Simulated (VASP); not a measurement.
# Al in VASP: single point with PBE

Aim: the single point of Al with PBE.

All numbers are computed with VASP 6.6.1; they aren't measurements. Logs are shortened: lines on timing, memory, paths and dates and some standing lists are left out, and cuts for length are marked.

## 1. The cell of the first run

The typed cell holds 2 atoms: a = 3.235 Å, b = 3.235 Å, c = 3.235 Å, α = 90.00°, β = 90.00°, γ = 90.00°.

## 2. Single point, PBE

Contents of INCAR:

```
SYSTEM = Al
PREC = Accurate ; ENCUT = 520
EDIFF = 1E-6 ; ISMEAR = 0
SIGMA = 0.15 ; LREAL = .False.
LASPH = .True. ; NELM = 80
ALGO = Fast ; ISIF = 2
LWAVE = .False. ; LCHARG = .False.
GGA = PE ; NBANDS = 10
```

Contents of KPOINTS:

```
regular mesh
0
Gamma
  10 10 10
  0 0 0
```

Contents of POSCAR:

```
Al
1.0
    0.0000000000     -3.2350204435      0.0000000000
   -3.2350204435      0.0000000000      0.0000000000
    0.0000000000      0.0000000000     -3.2350204435
Al
2
Direct
    0.4999135642      0.4999017083      0.5000434508
    0.0000864358      0.0000982917     -0.0000434508
```

Potentials or basis: VASP PAW PBE potentials, release 64 (Al).

Command:

```bash
$ cat potpaw_PBE.64/Al/POTCAR > POTCAR
$ mpirun -np 1 vasp_std > vasp.out
```

OUTCAR:

```text
SYSTEM = Al
   PREC = Accurate
   ENCUT = 520
   EDIFF = 1E-6
   ISMEAR = 0
   LREAL = .False.
   LASPH = .True.
   NELM = 80
   ISIF = 2
   GGA = PE

 ion  position               nearest neighbor table
   1  0.500  0.500  0.500-   2 2.80   2 2.80   2 2.80   2 2.80   2 2.80   2 2.80   2 2.80   2 2.80

   2  0.000  0.000  1.000-   1 2.80   1 2.80   1 2.80   1 2.80   1 2.80   1 2.80   1 2.80   1 2.80

  LATTYP: Found a simple cubic cell.
 ALAT       =     3.2350204435

  Lattice vectors:

 A1 = (   0.0000000000,  -3.2350204435,   0.0000000000)
 A2 = (  -3.2350204435,   0.0000000000,   0.0000000000)
 A3 = (   0.0000000000,   0.0000000000,  -3.2350204435)

Analysis of symmetry for initial positions (statically):
=====================================================================
 Subroutine PRICEL returns:
 Original cell was already a primitive cell.

 Routine SETGRP: Setting up the symmetry group for a
 simple cubic supercell.

 Subroutine GETGRP returns: Found  2 space group operations
 (whereof  1 operations were pure point group operations)
 out of a pool of 48 trial point group operations.

The static configuration has the point symmetry C_1 .
 The point group associated with its full space group is S_2 .

Analysis of symmetry for dynamics (positions and initial velocities):
=====================================================================
 Subroutine PRICEL returns:
 Original cell was already a primitive cell.

 Routine SETGRP: Setting up the symmetry group for a
 simple cubic supercell.

 Subroutine GETGRP returns: Found  2 space group operations
 (whereof  1 operations were pure point group operations)
 out of a pool of 48 trial point group operations.

The dynamic configuration has the point symmetry C_1 .
 The point group associated with its full space group is S_2 .

 Subroutine INISYM returns: Found  2 space group operations
 (whereof  1 operations are pure point group operations),
 and found     1 'primitive' translations

----------------------------------------------------------------------------------------

                                     Primitive cell

  volume of cell :      33.8556

  direct lattice vectors                    reciprocal lattice vectors
     0.000000000 -3.235020443  0.000000000     0.000000000 -0.309117057  0.000000000
    -3.235020443  0.000000000  0.000000000    -0.309117057  0.000000000  0.000000000
     0.000000000  0.000000000 -3.235020443     0.000000000  0.000000000 -0.309117057

  length of vectors
     3.235020443  3.235020443  3.235020443     0.309117057  0.309117057  0.309117057

  position of ions in fractional coordinates (direct lattice)
     0.499913564  0.499901708  0.500043451
     0.000086436  0.000098292  0.999956549

  ion indices of the primitive-cell ions
   primitive index   ion index
                 1           1
                 2           2

----------------------------------------------------------------------------------------

 KPOINTS: regular mesh

Automatic generation of k-mesh.
 Grid dimensions read from file:
 generate k-points for:   10   10   10

 Generating k-lattice:

  Cartesian coordinates                     Fractional coordinates (reciprocal lattice)
     0.000000000 -0.030911706  0.000000000     0.100000000  0.000000000  0.000000000
    -0.030911706  0.000000000  0.000000000     0.000000000  0.100000000  0.000000000
     0.000000000  0.000000000 -0.030911706     0.000000000  0.000000000  0.100000000

  Length of vectors
     0.030911706  0.030911706  0.030911706

  Shift w.r.t. Gamma in fractional coordinates (k-lattice)
     0.000000000  0.000000000  0.000000000

 Subroutine IBZKPT returns following result:
 ===========================================

 Found    504 irreducible k-points:

 Following reciprocal coordinates:
            Coordinates               Weight
  0.000000  0.000000  0.000000      1.000000
  0.100000  0.000000  0.000000      2.000000
  0.000000  0.100000  0.000000      2.000000
  0.000000  0.000000  0.100000      2.000000
  0.200000  0.000000  0.000000      2.000000
  0.000000  0.200000  0.000000      2.000000
[... 16 lines left out ...]
  0.200000  0.100000  0.000000      2.000000
  0.000000  0.200000  0.100000      2.000000
 [... further k-points ...]
   k-points           NKPTS =    504   k-points in BZ     NKDIM =    504   number of bands    NBANDS=     10
   number of dos      NEDOS =    301   number of ions     NIONS =      2
   total plane-waves  NPLWV =  13824
   dimension x,y,z NGX =    24 NGY =   24 NGZ =   24
   dimension x,y,z NGXF=    48 NGYF=   48 NGZF=   48
   ions per type =               2
   NGX,Y,Z   is equivalent  to a cutoff of  12.33, 12.33, 12.33 a.u.
   NGXF,Y,Z  is equivalent  to a cutoff of  24.67, 24.67, 24.67 a.u.
 SYSTEM =  Al
   PREC   = accura    normal or accurate (medium, high low for compatibility)
   ISTART =      0    job   : 0-new  1-cont  2-samecut
   ICHARG =      2    charge: 1-file 2-atom 10-const
   ISPIN  =      1    spin polarized calculation?
   LNONCOLLINEAR =      F non collinear calculations
   LSORBIT =      F    spin-orbit coupling
   LASPH  =      T    aspherical Exc in radial PAW
   ENCUT  =  520.0 eV  38.22 Ry    6.18 a.u.   6.01  6.01  6.01*2*pi/ulx,y,z
   NELM   =     80;   NELMIN=  2; NELMDL= -5     # of ELM steps
   EDIFF  = 0.1E-05   stopping-criterion for ELM
   LREAL  =      F    real-space projection
   EDIFFG = 0.1E-04   stopping-criterion for IOM
   NSW    =      0    number of steps for IOM
   IBRION =     -1    ionic relax: 0-MD 1-quasi-New 2-CG
   NFREE  =      0    steps in history (QN), initial steepest desc. (CG)
   ISIF   =      2    stress and relaxation
   ISYM   =      2    0-nonsym 1-usesym 2-fastsym
   POTIM  = 0.5000    time-step for ionic-motion
   TEBEG  =    0.0;   TEEND  =   0.0 temperature during run
   PSTRESS=    0.0 pullay stress
   NELECT =       6.0000    total number of electrons
   NUPDOWN=      -1.0000    fix difference up-down
   EMIN   =  10.00;   EMAX   =-10.00  energy-range for DOS
   EFERMI =   0.00;   METHOD = LEGACY
   ISMEAR =     0;   SIGMA  =   0.15  broadening in eV -4-tet -1-fermi 0-gaus
   EFERMI_NEDOS =   21; number of points for ismear=-14 and -15
   IALGO  =     68    algorithm
   IMIX   =      4    mixing-type and parameters
     AMIX     =   0.40;   BMIX     =  1.00
     AMIX_MAG =   1.60;   BMIX_MAG =  1.00
  volume/ion in A,a.u.               =      16.93       114.23
  Fermi-wavevector in a.u.,A,eV,Ry     =   0.919563  1.737722 11.505037  0.845596
  Thomas-Fermi vector in A             =   2.044771
   LORBIT       =      0    0 simple, 1 ext, 2 COOP (PROOUT), +10 PAW based schemes
   GGA     = PE    functional components
   LHFCALC =     F    Hartree Fock is set to
   AEXX    =    0.0000 exact exchange contribution
   IVDW    =     0    specifies the selected vdW correction
   LEPSILON=     F    determine dielectric tensor
   LRPA    =     F    only Hartree local field effects (RPA)
 non-spin polarized calculation
 RMM-DIIS sequential band-by-band and
 Gauss-broadening in eV      SIGMA  =   0.15
  energy-cutoff  :      520.00
  volume of cell :       33.86
 maximum number of plane-waves:       934
   NGX = 13   NGY = 13   NGZ = 13

 number of electron       6.0000000 magnetization

 Free energy of the ion-electron system (eV)
  ---------------------------------------------------
  ext. energy  EPLUGINS =         0.00000000
  ---------------------------------------------------
  free energy    TOTEN  =        -7.30302268 eV

  energy without entropy =       -7.28955430  energy(sigma->0) =       -7.29628849

 E-fermi :   7.7741     XC(G=0): -10.1082

 val. band max:        7.7487649811   @ k =   0.0000   0.1000   0.0000
 cond. band min:       7.8349425807   @ k =   0.1000   0.1000   0.1000
 fundamental gap:      0.0861775995
 Fermi energy:         7.7740843908

 k-point     1 :       0.0000    0.0000    0.0000
  band No.  band energies     occupation
      1      -3.2177      2.00000
      2       9.5622      0.00000
      3       9.5622      0.00000
      4       9.5622      0.00000
      5      10.7625      0.00000
      6      10.7625      0.00000
      7      13.0257      0.00000
      8      20.8514      0.00000
      9      20.8514      0.00000
     10      20.8514      0.00000

 k-point     2 :       0.1000    0.0000    0.0000
  band No.  band energies     occupation
      1      -3.0762      2.00000
      2       7.7488      1.18867
      3       9.6865      0.00000
      4       9.6865      0.00000
      5      10.9043      0.00000
      6      12.0002      0.00000
      7      13.9632      0.00000
      8      19.4060      0.00000
      9      19.4060      0.00000
     10      20.9938      0.00000

 k-point     3 :       0.0000    0.1000    0.0000
  band No.  band energies     occupation
      1      -3.0762      2.00000
      2       7.7488      1.18867
      3       9.6865      0.00000
      4       9.6865      0.00000
      5      10.9043      0.00000
      6      12.0002      0.00000
      7      13.9632      0.00000
      8      19.4060      0.00000
      9      19.4060      0.00000
     10      20.9917      0.00000

 k-point     4 :       0.0000    0.0000    0.1000
  band No.  band energies     occupation
      1      -3.0762      2.00000
      2       7.7488      1.18868
      3       9.6865      0.00000
      4       9.6865      0.00000
      5      10.9043      0.00000
      6      12.0002      0.00000
      7      13.9632      0.00000
      8      19.4060      0.00000
      9      19.4060      0.00000
     10      20.9955      0.00000
[... 222 lines left out ...]
 k-point    22 :       0.0000   -0.1000    0.1000
  band No.  band energies     occupation
      1      -2.9349      2.00000
      2       7.7041      1.49086
      3       8.0878      0.00310
      4       9.8109      0.00000
      5      11.5752      0.00000
      6      13.1531      0.00000
      7      14.4097      0.00000
      8      17.9971      0.00000
      9      19.3019      0.00000
     10      19.8602      0.00000

 k-point    23 :       0.2000    0.1000    0.0000
  band No.  band energies     occupation
      1      -2.5116      2.00000
      2       5.6862      2.00000
      3       8.3123      0.00000
      4      10.1842      0.00000
      5      12.0578      0.00000
      6      14.0934      0.00000
      7      15.9917      0.00000
      8      16.6476      0.00000
      9      17.5809      0.00000
     10      19.9593      0.00000

 k-point    24 :       0.0000    0.2000    0.1000
  band No.  band energies     occupation
      1      -2.5116      2.00000
      2       5.6862      2.00000
      3       8.3123      0.00000
      4      10.1842      0.00000
      5      12.0578      0.00000
      6      14.0934      0.00000
      7      15.9917      0.00000
      8      16.6476      0.00000
      9      17.5809      0.00000
     10      19.8331      0.00000

 [... further k-points ...]

------------------------ aborting loop because EDIFF is reached ----------------------------------------

  FORCE on cell =-STRESS in cart. coord.  units (eV):
  Direction    XX          YY          ZZ          XY          YZ          ZX
  --------------------------------------------------------------------------------------
  -------------------------------------------------------------------------------------
  Total        0.0716432      0.0716441      0.0716464      0.0000083     -0.0000037     -0.0000045
  in kB        3.3904288      3.3904690      3.3905791      0.0003947     -0.0001746     -0.0002107
  external PRESSURE =       3.3904923 kB  Pullay stress =       0.0000000 kB

 VOLUME and BASIS-vectors are now :
 -----------------------------------------------------------------------------
  energy-cutoff  :      520.00
  volume of cell :       33.86
      direct lattice vectors                 reciprocal lattice vectors
     0.000000000 -3.235020443  0.000000000     0.000000000 -0.309117057  0.000000000
    -3.235020443  0.000000000  0.000000000    -0.309117057  0.000000000  0.000000000
     0.000000000  0.000000000 -3.235020443     0.000000000  0.000000000 -0.309117057

 POSITION                                       TOTAL-FORCE (eV/Angst)
 -----------------------------------------------------------------------------------
     -1.61719     -1.61723     -1.61765        -0.002295     -0.002018      0.001015
     -0.00032     -0.00028     -3.23488         0.002295      0.002018     -0.001015
 -----------------------------------------------------------------------------------
    total drift:                                0.000000      0.000000     -0.000000

  FREE ENERGIE OF THE ION-ELECTRON SYSTEM (eV)
  ---------------------------------------------------
  free  energy   TOTEN  =        -7.3030226828 eV

  energy  without entropy=       -7.2895543040  energy(sigma->0) =       -7.29628849
```

Run time: 93 s. Hardware: 1 thread of AMD EPYC 7R13 (Zen 3), shared host; peak memory 0.21 GiB.

Results:

```
Free energy            : -7.3030 eV
Pressure               : 0.3 GPa
Largest force          : 0.003 eV/Å
Band gap on the k mesh : zero (band 3 reaches 12.67 eV, above the bottom of band 4 at 3.91 eV)
```

Forces on the atoms (eV/Å):
```
Al  -0.002 -0.002  0.001
Al   0.002  0.002 -0.001
```
